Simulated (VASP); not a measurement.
# Ba3Lu2H2O5 (I4/mmm) in VASP: single point with PBE

Aim: the single point of Ba3Lu2H2O5 with PBE.

Program: VASP 6.6.1. These are calculated values, not measurements. Logs are shortened: lines on timing, memory, paths and dates and some standing lists are left out, and cuts for length are marked.

## 1. The cell of the first run

The structure is tetragonal, space group I4/mmm (No. 139). Conventional cell: a = 4.329 Å, b = 4.329 Å, c = 22.597 Å, α = 90.00°, β = 90.00°, γ = 90.00°. Within 2.8 Å of Lu (site symmetry 4mm) lie 5 O at 2.09 to 2.18 Å and 1 H at 2.44 Å. Within 3.6 Å of Ba (site symmetry 4mm) lie 4 O at 2.68 Å and 5 H at 2.83 to 3.12 Å and 4 Lu at 3.58 Å. Ba (site symmetry 4/mmm) has 12 O at 3.06 to 3.20 Å and 8 Lu at 3.71 Å and 2 Ba at 3.94 Å within 4.0 Å. Within 2.9 Å of O (site symmetry 2mm) lie 2 Lu at 2.18 Å and 2 Ba at 2.68 Å. Within 2.8 Å of O (site symmetry 4/mmm) lie 2 Lu at 2.09 Å. H (site symmetry 4mm) has 1 Lu at 2.44 Å and 5 Ba at 2.83 to 3.12 Å and 4 O at 3.07 Å within 3.2 Å.

## 2. Single point, PBE

The input, INCAR:

```
SYSTEM = Ba3Lu2H2O5
ALGO = Normal ; EDIFF = 1E-6
ENCUT = 520 ; GGA = PE
ISIF = 2 ; ISMEAR = 0
LASPH = .TRUE. ; LCHARG = .TRUE.
LELF = .TRUE. ; LREAL = .FALSE.
LVHAR = .TRUE. ; LWAVE = .FALSE.
NBANDS = 68 ; NELM = 60
PREC = Accurate ; SIGMA = 0.1
```

The input, KPOINTS:

```
k-points
0
G
  6 6 6
  0 0 0
```

The input, POSCAR:

```
Ba3Lu2H2O5
1.0
   -2.1645500000      2.1645500000     11.2985000000
    2.1645500000     -2.1645500000     11.2985000000
    2.1645500000      2.1645500000    -11.2985000000
Lu Ba O H
2 3 5 2
Direct
    0.9075600000      0.9075600000      0.0000000000
    0.0924400000      0.0924400000      0.0000000000
    0.3258300000      0.3258300000      0.0000000000
    0.6741700000      0.6741700000      0.0000000000
    0.5000000000      0.5000000000      0.0000000000
    0.8956000000      0.3956000000      0.5000000000
    0.1044000000      0.6044000000      0.5000000000
    0.3956000000      0.8956000000      0.5000000000
    0.6044000000      0.1044000000      0.5000000000
    0.0000000000      0.0000000000      0.0000000000
    0.7994000000      0.7994000000      0.0000000000
    0.2006000000      0.2006000000      0.0000000000
```

Potentials or basis: VASP PAW PBE potentials, release 64 (Lu, Ba_sv, O, H).

Launch:

```sh
$ cat potpaw_PBE.64/Lu/POTCAR potpaw_PBE.64/Ba_sv/POTCAR potpaw_PBE.64/O/POTCAR potpaw_PBE.64/H/POTCAR > POTCAR
$ mpirun -np 1 vasp_std > vasp.out
```

OUTCAR:

```text
SYSTEM = Ba3Lu2H2O5
   EDIFF = 1E-6
   ENCUT = 520
   GGA = PE
   ISIF = 2
   ISMEAR = 0
   LASPH = .TRUE.
   LREAL = .FALSE.
   NELM = 60
   PREC = Accurate

 ion  position               nearest neighbor table
   1  0.908  0.908  0.000-  10 2.09   8 2.18   6 2.18   6 2.18   8 2.18   3 3.58   3 3.58   3 3.58
                             3 3.58   5 3.71   5 3.71   5 3.71   5 3.71
   2  0.092  0.092  0.000-  10 2.09   7 2.18   9 2.18   7 2.18   9 2.18   4 3.58   4 3.58   4 3.58
                             4 3.58   5 3.71   5 3.71   5 3.71   5 3.71
   3  0.326  0.326  0.000-   6 2.68   8 2.68   6 2.68   8 2.68   1 3.58   1 3.58   1 3.58   1 3.58
                             5 3.94   4 4.60   4 4.60   4 4.60   4 4.60
   4  0.674  0.674  0.000-   7 2.68   9 2.68   9 2.68   7 2.68   2 3.58   2 3.58   2 3.58   2 3.58
                             5 3.94   3 4.60   3 4.60   3 4.60   3 4.60
   5  0.500  0.500  0.000-  10 3.06  10 3.06  10 3.06  10 3.06   8 3.20   7 3.20   9 3.20   9 3.20
                             8 3.20   7 3.20   6 3.20   6 3.20   1 3.71   2 3.71   2 3.71   1 3.71
   6  0.896  0.396  0.500-   1 2.18   1 2.18   3 2.68   3 2.68   5 3.20   5 3.20
   7  0.104  0.604  0.500-   2 2.18   2 2.18   4 2.68   4 2.68   5 3.20   5 3.20
   8  0.396  0.896  0.500-   1 2.18   1 2.18   3 2.68   3 2.68   5 3.20   5 3.20
   9  0.604  0.104  0.500-   2 2.18   2 2.18   4 2.68   4 2.68   5 3.20   5 3.20
  10  0.000  0.000  0.000-   1 2.09   2 2.09   5 3.06   5 3.06   5 3.06   5 3.06
  11  0.799  0.799  0.000-
  12  0.201  0.201  0.000-

  LATTYP: Found a body centered tetragonal cell.
 ALAT       =     4.3291000000
 C/A-ratio  =     5.2197916426

  Lattice vectors:

 A1 = (  -2.1645500000,   2.1645500000,  11.2985000000)
 A2 = (   2.1645500000,  -2.1645500000,  11.2985000000)
 A3 = (   2.1645500000,   2.1645500000, -11.2985000000)

Analysis of symmetry for initial positions (statically):
=====================================================================
 Subroutine PRICEL returns:
 Original cell was already a primitive cell.

 Routine SETGRP: Setting up the symmetry group for a
 body centered tetragonal supercell.

 Subroutine GETGRP returns: Found 16 space group operations
 (whereof 16 operations were pure point group operations)
 out of a pool of 16 trial point group operations.

The static configuration has the point symmetry D_4h.

Analysis of symmetry for dynamics (positions and initial velocities):
=====================================================================
 Subroutine PRICEL returns:
 Original cell was already a primitive cell.

 Routine SETGRP: Setting up the symmetry group for a
 body centered tetragonal supercell.

 Subroutine GETGRP returns: Found 16 space group operations
 (whereof 16 operations were pure point group operations)
 out of a pool of 16 trial point group operations.

The dynamic configuration has the point symmetry D_4h.

 Subroutine INISYM returns: Found 16 space group operations
 (whereof 16 operations are pure point group operations),
 and found     1 'primitive' translations

----------------------------------------------------------------------------------------

                                     Primitive cell

  volume of cell :     211.7464

  direct lattice vectors                    reciprocal lattice vectors
    -2.164550000  2.164550000 11.298500000     0.000000000  0.230994895  0.044253662
     2.164550000 -2.164550000 11.298500000     0.230994895  0.000000000  0.044253662
     2.164550000  2.164550000-11.298500000     0.230994895  0.230994895  0.000000000

  length of vectors
    11.705838528 11.705838528 11.705838528     0.235195723  0.235195723  0.326676113

  position of ions in fractional coordinates (direct lattice)
     0.907560000  0.907560000  0.000000000
     0.092440000  0.092440000  0.000000000
     0.325830000  0.325830000  0.000000000
     0.674170000  0.674170000  0.000000000
     0.500000000  0.500000000  0.000000000
     0.895600000  0.395600000  0.500000000
     0.104400000  0.604400000  0.500000000
     0.395600000  0.895600000  0.500000000
     0.604400000  0.104400000  0.500000000
     0.000000000  0.000000000  0.000000000
     0.799400000  0.799400000  0.000000000
     0.200600000  0.200600000  0.000000000

  ion indices of the primitive-cell ions
   primitive index   ion index
                 1           1
                 2           2
                 3           3
                 4           4
                 5           5
                 6           6
                 7           7
                 8           8
                 9           9
                10          10
                11          11
                12          12

----------------------------------------------------------------------------------------

 KPOINTS: k-points

Automatic generation of k-mesh.
 Grid dimensions read from file:
 generate k-points for:    6    6    6

 Generating k-lattice:

  Cartesian coordinates                     Fractional coordinates (reciprocal lattice)
     0.000000000  0.038499149  0.007375610     0.166666667  0.000000000 -0.000000000
     0.038499149  0.000000000  0.007375610     0.000000000  0.166666667 -0.000000000
     0.038499149  0.038499149  0.000000000     0.000000000  0.000000000  0.166666667

  Length of vectors
     0.039199287  0.039199287  0.054446019

  Shift w.r.t. Gamma in fractional coordinates (k-lattice)
     0.000000000  0.000000000  0.000000000

 Subroutine IBZKPT returns following result:
 ===========================================

 Found     30 irreducible k-points:

 Following reciprocal coordinates:
            Coordinates               Weight
  0.000000  0.000000  0.000000      1.000000
  0.166667 -0.000000  0.000000      8.000000
  0.333333  0.000000  0.000000      8.000000
  0.500000  0.000000  0.000000      4.000000
  0.166667  0.166667  0.000000      8.000000
  0.333333  0.166667  0.000000     16.000000
[... 16 lines left out ...]
 -0.333333 -0.333333  0.166667      8.000000
 -0.166667 -0.333333  0.166667      8.000000
 [... further k-points ...]
   k-points           NKPTS =     30   k-points in BZ     NKDIM =     30   number of bands    NBANDS=     68
   number of dos      NEDOS =    301   number of ions     NIONS =     12
   total plane-waves  NPLWV = 729000
   dimension x,y,z NGX =    90 NGY =   90 NGZ =   90
   dimension x,y,z NGXF=   180 NGYF=  180 NGZF=  180
   ions per type =               2   3   5   2
   NGX,Y,Z   is equivalent  to a cutoff of  12.78, 12.78, 12.78 a.u.
   NGXF,Y,Z  is equivalent  to a cutoff of  25.56, 25.56, 25.56 a.u.
 SYSTEM =  Ba3Lu2H2O5
   PREC   = accura    normal or accurate (medium, high low for compatibility)
   ISTART =      0    job   : 0-new  1-cont  2-samecut
   ICHARG =      2    charge: 1-file 2-atom 10-const
   ISPIN  =      1    spin polarized calculation?
   LNONCOLLINEAR =      F non collinear calculations
   LSORBIT =      F    spin-orbit coupling
   LASPH  =      T    aspherical Exc in radial PAW
   ENCUT  =  520.0 eV  38.22 Ry    6.18 a.u.  21.77 21.77 21.77*2*pi/ulx,y,z
   NELM   =     60;   NELMIN=  2; NELMDL= -5     # of ELM steps
   EDIFF  = 0.1E-05   stopping-criterion for ELM
   LREAL  =      F    real-space projection
   EDIFFG = 0.1E-04   stopping-criterion for IOM
   NSW    =      0    number of steps for IOM
   IBRION =     -1    ionic relax: 0-MD 1-quasi-New 2-CG
   NFREE  =      0    steps in history (QN), initial steepest desc. (CG)
   ISIF   =      2    stress and relaxation
   ISYM   =      2    0-nonsym 1-usesym 2-fastsym
   POTIM  = 0.5000    time-step for ionic-motion
   TEBEG  =    0.0;   TEEND  =   0.0 temperature during run
   PSTRESS=    0.0 pullay stress
   NELECT =     112.0000    total number of electrons
   NUPDOWN=      -1.0000    fix difference up-down
   EMIN   =  10.00;   EMAX   =-10.00  energy-range for DOS
   EFERMI =   0.00;   METHOD = LEGACY
   ISMEAR =     0;   SIGMA  =   0.10  broadening in eV -4-tet -1-fermi 0-gaus
   EFERMI_NEDOS =   21; number of points for ismear=-14 and -15
   IALGO  =     38    algorithm
   IMIX   =      4    mixing-type and parameters
     AMIX     =   0.40;   BMIX     =  1.00
     AMIX_MAG =   1.60;   BMIX_MAG =  1.00
  volume/ion in A,a.u.               =      17.65       119.08
  Fermi-wavevector in a.u.,A,eV,Ry     =   1.323962  2.501925 23.849315  1.752875
  Thomas-Fermi vector in A             =   2.453532
   LORBIT       =      0    0 simple, 1 ext, 2 COOP (PROOUT), +10 PAW based schemes
   GGA     = PE    functional components
   LHFCALC =     F    Hartree Fock is set to
   AEXX    =    0.0000 exact exchange contribution
   IVDW    =     0    specifies the selected vdW correction
   LEPSILON=     F    determine dielectric tensor
   LRPA    =     F    only Hartree local field effects (RPA)
 non-spin polarized calculation
 Gauss-broadening in eV      SIGMA  =   0.10
  energy-cutoff  :      520.00
  volume of cell :      211.75
 maximum number of plane-waves:      5750
 NGX is ok and might be reduce to    90
   NGX = 43   NGY = 43   NGZ = 43

 number of electron     112.0000001 magnetization

 Free energy of the ion-electron system (eV)
  ---------------------------------------------------
  ext. energy  EPLUGINS =         0.00000000
  ---------------------------------------------------
  free energy    TOTEN  =       -75.81014331 eV

  energy without entropy =      -75.81014331  energy(sigma->0) =      -75.81014331

 E-fermi :   1.7499     XC(G=0):  -9.7660

 val. band max:        1.1467143638   @ k =   0.1667  -0.0000   0.0000
 cond. band min:       4.6299211006   @ k =   0.5000   0.5000   0.0000
 fundamental gap:      3.4832067368
 Fermi energy:         1.7499230621

 k-point     1 :       0.0000    0.0000    0.0000
  band No.  band energies     occupation
      1     -51.8035      2.00000
      2     -51.8028      2.00000
      3     -25.4210      2.00000
      4     -24.6037      2.00000
      5     -24.5827      2.00000
      6     -22.9580      2.00000
[... 60 lines left out ...]
     67       7.2711      0.00000
     68       7.4932      0.00000

 k-point     2 :       0.1667   -0.0000    0.0000
  band No.  band energies     occupation
      1     -51.8033      2.00000
      2     -51.8026      2.00000
      3     -25.4145      2.00000
      4     -24.5955      2.00000
      5     -24.5775      2.00000
      6     -22.9614      2.00000
[... 60 lines left out ...]
     67       7.2345      0.00000
     68       7.3433      0.00000

 k-point     3 :       0.3333    0.0000    0.0000
  band No.  band energies     occupation
      1     -51.8029      2.00000
      2     -51.8021      2.00000
      3     -25.4016      2.00000
      4     -24.5783      2.00000
      5     -24.5682      2.00000
      6     -22.9683      2.00000
[... 1480 lines left out ...]
     67       7.2526      0.00000
     68       7.5264      0.00000

 k-point    24 :      -0.1667   -0.3333    0.1667
  band No.  band energies     occupation
      1     -51.8033      2.00000
      2     -51.8025      2.00000
      3     -25.4145      2.00000
      4     -24.5957      2.00000
      5     -24.5773      2.00000
      6     -22.9615      2.00000
[... 60 lines left out ...]
     67       7.1476      0.00000
     68       7.4027      0.00000

 [... further k-points ...]

------------------------ aborting loop because EDIFF is reached ----------------------------------------

  FORCE on cell =-STRESS in cart. coord.  units (eV):
  Direction    XX          YY          ZZ          XY          YZ          ZX
  --------------------------------------------------------------------------------------
  -------------------------------------------------------------------------------------
  Total        3.8399160      3.8399160      4.2394842      0.0000000      0.0000000      0.0000000
  in kB       29.0546926     29.0546926     32.0780219      0.0000000      0.0000000      0.0000000
  external PRESSURE =      30.0624690 kB  Pullay stress =       0.0000000 kB

 VOLUME and BASIS-vectors are now :
 -----------------------------------------------------------------------------
  energy-cutoff  :      520.00
  volume of cell :      211.75
      direct lattice vectors                 reciprocal lattice vectors
    -2.164550000  2.164550000 11.298500000     0.000000000  0.230994895  0.044253662
     2.164550000 -2.164550000 11.298500000     0.230994895  0.000000000  0.044253662
     2.164550000  2.164550000-11.298500000     0.230994895  0.230994895  0.000000000

 POSITION                                       TOTAL-FORCE (eV/Angst)
 -----------------------------------------------------------------------------------
      0.00000      0.00000     20.50813        -0.000000     -0.000000     -0.397317
      0.00000      0.00000      2.08887         0.000000      0.000000      0.397317
      0.00000      0.00000      7.36278         0.000000      0.000000     -0.333062
      0.00000      0.00000     15.23422         0.000000      0.000000      0.333062
      0.00000      0.00000     11.29850        -0.000000     -0.000000     -0.000000
      0.00000      2.16455      8.93937         0.000000     -0.000000      0.111657
      2.16455      0.00000      2.35913        -0.000000      0.000000     -0.111657
      2.16455      0.00000      8.93937        -0.000000      0.000000      0.111657
      0.00000      2.16455      2.35913         0.000000     -0.000000     -0.111657
      0.00000      0.00000      0.00000        -0.000000     -0.000000     -0.000000
      0.00000      0.00000     18.06404        -0.000000     -0.000000     -0.040974
      0.00000      0.00000      4.53296        -0.000000     -0.000000      0.040974
 -----------------------------------------------------------------------------------
    total drift:                               -0.000000     -0.000000      0.000000

  FREE ENERGIE OF THE ION-ELECTRON SYSTEM (eV)
  ---------------------------------------------------
  free  energy   TOTEN  =       -75.8101433087 eV

  energy  without entropy=      -75.8101433087  energy(sigma->0) =      -75.81014331
```

It took 75 min on 1 thread of Intel Xeon Platinum 8375C at 2.90GHz (Ice Lake), shared host; peak memory 1.6 GiB.

What came out:

| Property | Result |
| --- | --- |
| Free energy | -75.8101 eV |
| Pressure | 3.0 GPa |
| Largest force | 0.397 eV/Å |
| Band gap on the k mesh | 3.48 eV (least direct gap 3.66 eV) |

Forces on the atoms (eV/Å):
```
Lu   0.000  0.000 -0.397
Lu   0.000  0.000  0.397
Ba   0.000  0.000 -0.333
Ba   0.000  0.000  0.333
Ba   0.000  0.000  0.000
O    0.000  0.000  0.112
O    0.000  0.000 -0.112
O    0.000  0.000  0.112
O    0.000  0.000 -0.112
O    0.000  0.000  0.000
H    0.000  0.000 -0.041
H    0.000  0.000  0.041
```

Stress tensor (GPa, compression positive):
```
2.91 0.00 0.00
0.00 2.91 0.00
0.00 0.00 3.21
```

Caveat: the cell stands under pressure; spin-orbit coupling is left out, which moves the levels of the heavy elements. A k mesh can miss the band edges.
